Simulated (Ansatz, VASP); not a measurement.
B: VASP beside Ansatz

```
CELL_PARAMETERS angstrom
2.65275 -1.66363 0.00000
2.65275 1.66363 0.00000
0.00000 0.00000 2.98281
ATOMIC_POSITIONS crystal
B 0.51197 0.81432 0.25000
B 0.81432 0.51197 0.75000
B 0.18568 0.48803 0.25000
B 0.48803 0.18568 0.75000
```

Change from the starting cell: the structure that the rattled iodine type (Cmce, No. 64) fell into.

Alike in both runs: task relaxation of cell and atoms; functional PBE; k mesh 16 × 16 × 16; occupations gaussian, width 0.1 eV; no spin polarisation.

```csv
,VASP,Ansatz
version,VASP 6.6.1,Ansatz 0.2.0
potentials or method,"VASP PAW PBE potentials, release 64 (B), cutoff 600 eV","scalar-relativistic, plane waves, PAW"
valence electrons in the cell,12,12
```

```tsv
	VASP	Ansatz	Ansatz less VASP
gap on the k mesh at the Fermi level, each at its own relaxed structure (eV)	none	none	-
relaxed volume (Å³/atom)	6.58	6.58	0.000
relaxed length of the cell vector where the two differ most in proportion (Å)	3.132	3.131	-0.0004
```

A gap of «none» marks a metal or a gap that the smearing closes.
